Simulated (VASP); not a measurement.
# ScAl3 in VASP: a series of runs, part 2 of 2

VASP 6.6.1. Earlier steps stand in the parts before.

## Step 4: Relaxation of the atoms, PBEsol

Input file INCAR:

```
PREC = Accurate
ENCUT = 520
EDIFF = 1E-7
ISMEAR = -1
SIGMA = 0.05
LREAL = False
LASPH = True
NELM = 60
ALGO = Normal
ISIF = 2
LWAVE = False
LCHARG = False
GGA = PS
IBRION = 2
NSW = 60
EDIFFG = -0.01
```

Input file KPOINTS:

```
Automatic mesh
0
Gamma
  6 6 6
```

Input file POSCAR:

```
ScAl3
1.0
    4.0878065700     -0.0408780657      0.0000000000
   -0.0408780657      4.0878065700      0.0000000000
    0.0000000000      0.0000000000      4.0878065700
Sc Al
1 3
Direct
    0.0000000000      0.0000000000      0.0000000000
    0.5000000000      0.5000000000      0.0000000000
    0.0000000000      0.5000000000      0.5000000000
    0.5000000000      0.0000000000      0.5000000000
```

Potentials or basis: VASP PAW PBE potentials, release 64 (Sc_sv, Al).

Run with:

```bash
> cat potpaw_PBE.64/Sc_sv/POTCAR potpaw_PBE.64/Al/POTCAR > POTCAR
> mpirun -np 1 vasp_std > vasp.out
```

OUTCAR:

```text
PREC = Accurate
   ENCUT = 520
   EDIFF = 1E-7
   ISMEAR = -1
   LREAL = False
   LASPH = True
   NELM = 60
   ISIF = 2
   GGA = PS
   IBRION = 2
   NSW = 60
   EDIFFG = -0.01

 ion  position               nearest neighbor table
   1  0.000  0.000  0.000-   2 2.86   2 2.86   4 2.89   3 2.89   4 2.89   3 2.89   3 2.89   4 2.89
                             4 2.89   3 2.89   2 2.92   2 2.92
   2  0.500  0.500  0.000-   1 2.86   1 2.86   4 2.89   3 2.89   4 2.89   4 2.89   4 2.89   3 2.89
                             3 2.89   3 2.89   1 2.92   1 2.92
   3  0.000  0.500  0.500-   4 2.86   4 2.86   1 2.89   1 2.89   2 2.89   1 2.89   1 2.89   2 2.89
                             2 2.89   2 2.89   4 2.92   4 2.92
   4  0.500  0.000  0.500-   3 2.86   3 2.86   1 2.89   1 2.89   2 2.89   2 2.89   2 2.89   1 2.89
                             1 2.89   2 2.89   3 2.92   3 2.92

  LATTYP: Found a base centered orthorhombic cell.
 ALAT       =     5.7232211767
 B/A-ratio  =     1.0202020202
 C/A-ratio  =     0.7142492739

  Lattice vectors:

 A1 = (   4.0878065700,  -0.0408780657,   0.0000000000)
 A2 = (  -0.0408780657,   4.0878065700,   0.0000000000)
 A3 = (   0.0000000000,   0.0000000000,   4.0878065700)

Analysis of symmetry for initial positions (statically):
=====================================================================
 Subroutine PRICEL returns:
 Original cell was already a primitive cell.

 Routine SETGRP: Setting up the symmetry group for a
 base centered orthorhombic supercell.

 Subroutine GETGRP returns: Found  8 space group operations
 (whereof  8 operations were pure point group operations)
 out of a pool of  8 trial point group operations.

The static configuration has the point symmetry D_2h.

Analysis of symmetry for dynamics (positions and initial velocities):
=====================================================================
 Subroutine PRICEL returns:
 Original cell was already a primitive cell.

 Routine SETGRP: Setting up the symmetry group for a
 base centered orthorhombic supercell.

 Subroutine GETGRP returns: Found  8 space group operations
 (whereof  8 operations were pure point group operations)
[... 135 lines left out ...]
   LEPSILON=     F    determine dielectric tensor
   LRPA    =     F    only Hartree local field effects (RPA)
 conjugate gradient relaxation of ions
 non-spin polarized calculation
  energy-cutoff  :      520.00
  volume of cell :       68.30
 maximum number of plane-waves:      1860
   NGX = 15   NGY = 15   NGZ = 15

 number of electron      19.9999996 magnetization

 Free energy of the ion-electron system (eV)
  ---------------------------------------------------
  ext. energy  EPLUGINS =         0.00000000
  ---------------------------------------------------
  free energy    TOTEN  =       -20.75207605 eV

  energy without entropy =      -20.73627030  energy(sigma->0) =      -20.74417317

 E-fermi :   7.3192     XC(G=0): -10.4990

 val. band max:        7.3174738418   @ k =   0.1667   0.0000   0.1667
 cond. band min:       7.3378331624   @ k =   0.1667   0.1667   0.0000
 fundamental gap:      0.0203593206
 Fermi energy:         7.3192436845

 k-point     1 :       0.0000    0.0000    0.0000
  band No.  band energies     occupation
      1     -41.5448      2.00000
      2     -20.3462      2.00000
      3     -20.3443      2.00000
      4     -20.3411      2.00000
      5      -2.8179      2.00000
      6       4.5731      2.00000
      7       4.5755      2.00000
      8       5.3499      2.00000
      9       5.4025      2.00000
     10       5.4589      2.00000
     11       8.4032      0.00000
     12       8.4891      0.00000
     13       8.5043      0.00000
     14       8.5219      0.00000
[... 377 lines left out ...]
      1     -41.5422      2.00000
      2     -20.3733      2.00000
      3     -20.3626      2.00000
      4     -20.3472      2.00000
      5       0.0578      2.00000
      6       1.0691      2.00000
      7       2.7359      2.00000
      8       4.0517      2.00000
      9       5.1612      2.00000
     10       5.9299      2.00000
     11       7.2953      1.23492
     12       9.1025      0.00000
     13       9.6056      0.00000
     14      10.5336      0.00000

 [... further k-points ...]
[... 5 lines left out ...]
  --------------------------------------------------------------------------------------
  -------------------------------------------------------------------------------------
  Total       -0.4059077     -0.4059077     -0.3928789      0.4766409      0.0000000      0.0000000
  in kB       -9.5216073     -9.5216073     -9.2159845     11.1808363      0.0000000      0.0000000
  external PRESSURE =      -9.4197330 kB  Pullay stress =       0.0000000 kB

 VOLUME and BASIS-vectors are now :
 -----------------------------------------------------------------------------
  energy-cutoff  :      520.00
  volume of cell :       68.30
      direct lattice vectors                 reciprocal lattice vectors
     4.087806570 -0.040878066  0.000000000     0.244654436  0.002446544  0.000000000
    -0.040878066  4.087806570  0.000000000     0.002446544  0.244654436  0.000000000
     0.000000000  0.000000000  4.087806570     0.000000000  0.000000000  0.244629970

 POSITION                                       TOTAL-FORCE (eV/Angst)
 -----------------------------------------------------------------------------------
      0.00000      0.00000      0.00000        -0.000000      0.000000      0.000000
      2.02346      2.02346      0.00000         0.000000      0.000000      0.000000
     -0.02044      2.04390      2.04390        -0.000000      0.000000      0.000000
      2.04390     -0.02044      2.04390        -0.000000      0.000000      0.000000
 -----------------------------------------------------------------------------------
    total drift:                                0.000000     -0.000000      0.000000

  FREE ENERGIE OF THE ION-ELECTRON SYSTEM (eV)
  ---------------------------------------------------
  free  energy   TOTEN  =       -20.7520760451 eV

  energy  without entropy=      -20.7362703012  energy(sigma->0) =      -20.74417317

 reached required accuracy - stopping structural energy minimisation
```

OSZICAR:

```text
N       E                     dE             d eps       ncg     rms          rms(c)
DAV:   1     0.116308997750E+03    0.11631E+03   -0.84431E+03  1456   0.129E+03
DAV:   2    -0.136211597750E+02   -0.12993E+03   -0.12821E+03  1474   0.369E+02
DAV:   3    -0.216653859174E+02   -0.80442E+01   -0.77857E+01  2276   0.762E+01
DAV:   4    -0.218050596757E+02   -0.13967E+00   -0.13849E+00  2094   0.103E+01
DAV:   5    -0.218080356714E+02   -0.29760E-02   -0.29752E-02  2080   0.149E+00    0.925E+00
DAV:   6    -0.208353572298E+02    0.97268E+00   -0.48130E+00  2408   0.260E+01    0.328E+00
DAV:   7    -0.207786354220E+02    0.56722E-01   -0.90412E-02  1704   0.254E+00    0.182E+00
DAV:   8    -0.207525200430E+02    0.26115E-01   -0.37469E-02  2112   0.155E+00    0.216E-01
DAV:   9    -0.207521171863E+02    0.40286E-03   -0.29582E-03  1842   0.429E-01    0.838E-02
DAV:  10    -0.207520885927E+02    0.28594E-04   -0.18911E-04  2384   0.146E-01    0.872E-02
DAV:  11    -0.207520946865E+02   -0.60938E-05   -0.18196E-05  1940   0.301E-02    0.461E-02
DAV:  12    -0.207520755991E+02    0.19087E-04   -0.56597E-05  1786   0.391E-02    0.134E-02
DAV:  13    -0.207520759275E+02   -0.32837E-06   -0.24616E-06  2126   0.123E-02    0.437E-03
DAV:  14    -0.207520760459E+02   -0.11835E-06   -0.41993E-07  1692   0.622E-03    0.560E-04
DAV:  15    -0.207520760451E+02    0.73692E-09   -0.80218E-08  1046   0.497E-03
   1 F= -.20752076E+02 E0= -.20744173E+02  d E =-.207521E+02
```

CONTCAR:

```text
ScAl3
   1.00000000000000
     4.0878065699999997   -0.0408780657000000    0.0000000000000000
    -0.0408780657000000    4.0878065699999997    0.0000000000000000
     0.0000000000000000    0.0000000000000000    4.0878065699999997
  Sc              Al
     1     3
Direct
     0.0000000000000000    0.0000000000000000    0.0000000000000000
     0.5000000000000000    0.5000000000000000    0.0000000000000000
     0.0000000000000000    0.5000000000000000    0.5000000000000000
     0.5000000000000000    0.0000000000000000    0.5000000000000000

  0.00000000E+00  0.00000000E+00  0.00000000E+00
  0.00000000E+00  0.00000000E+00  0.00000000E+00
  0.00000000E+00  0.00000000E+00  0.00000000E+00
  0.00000000E+00  0.00000000E+00  0.00000000E+00
```

Wall time 29 s (1 thread of Intel Xeon Platinum 8559C (Emerald Rapids), shared host); peak memory 0.19 GiB.

What came out:

```
Free energy             : -20.7521 eV
Pressure after relaxing : -0.9 GPa
Band gap on the k mesh  : zero (bands 10 and 11 overlap by 3.75 eV)
```

Stress tensor (GPa, compression positive):
```
-0.95  1.12  0.00
 1.12 -0.95  0.00
 0.00  0.00 -0.92
```

Final structure:
```
CELL_PARAMETERS angstrom
4.08781 -0.04088 0.00000
-0.04088 4.08781 0.00000
0.00000 0.00000 4.08781
ATOMIC_POSITIONS crystal
Sc 0.00000 0.00000 0.00000
Al 0.50000 0.50000 0.00000
Al 0.00000 0.50000 0.50000
Al 0.50000 0.00000 0.50000
```

Caveat: the relaxation stopped at its first step, so nothing moved; the PAW data sets were made with another functional, which shifts forces and pressure a little.

## Step 5: Overview

| task | level | cell | k mesh | grid for exact exchange (PRECFOCK) | share of exact exchange | gap on the mesh (eV) | pressure (GPa) |
| --- | --- | --- | --- | --- | --- | --- | --- |
| single point | PBEsol-based global hybrid with 25 % exact exchange | a = 4.088 Å, 4 atoms | 4 × 4 × 4 | Normal | 0.25 | none | -1.7 |
| single point | B3LYP | a = 4.088 Å, 4 atoms | 4 × 4 × 4 | Normal | 0.2 | none | 1.9 |
| relaxation of the atoms | PBEsol | atoms relaxed from a = 4.088 Å, angles 90.0, 90.0, 91.1°, 4 atoms | 6 × 6 × 6 | - | - | none | -0.9 |

Alike in all rows: potentials or basis VASP PAW PBE potentials, release 64 (Sc_sv, Al); no spin polarisation; cutoff (eV) 520; smearing fermi-dirac 0.05 eV.

Caveats: some runs use coarse meshes; the PAW data sets were made with another functional, which shifts forces and pressure a little; the relaxation stopped at its first step, so nothing moved (at least some runs).

Absolute energies hang on the potentials; compare differences alone.
